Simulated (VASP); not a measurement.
Runs of VASP 6.6.1 on Cu. The structure is that of space group Fm-3m (No. 225), or close to it. The cells are those of the table. 

| task | cell | k mesh | cutoff (eV) | gap on the mesh (eV) | pressure (GPa) |
| --- | --- | --- | --- | --- | --- |
| single point | a = 2.556 Å, angles 60.0°, 1 atom | 8 × 8 × 8 | 520 | none | -3.4 |
| single point | a = 2.554 Å, angles 60.0°, 1 atom | 20 × 20 × 20 | 520 | none | (a) |
| single point | a = 2.504 Å, angles 60.0°, 1 atom | 20 × 20 × 20 | 520 | none | 6.0 |
| single point | a = 2.478 Å, angles 60.0°, 1 atom | 20 × 20 × 20 | 520 | none | 12.4 |
| relaxation of cell and atoms | relaxed to 21.1 GPa from a = 2.446 Å, angles 60.0°, 1 atom | 10 × 10 × 10 | 600 | none | 21.8 |

Alike in all rows: level r2SCAN; potentials or basis VASP PAW PBE potentials, release 64 (Cu); no spin polarisation; smearing gaussian 0.1 eV.

Fill in the values left out.

(a) -3.9.

Caveats: some runs use coarse meshes; the PAW data sets were made with another functional, which shifts forces and pressure a little; the cell stands under pressure (at least some runs); the cell stands under tension (at least some runs); the relaxation stopped at its first step, so nothing moved (at least some runs); the cell is relaxed towards a set pressure, so the run minimises the enthalpy, not the energy (at least some runs).

A gap of «none» marks levels without a gap at the run's occupations.
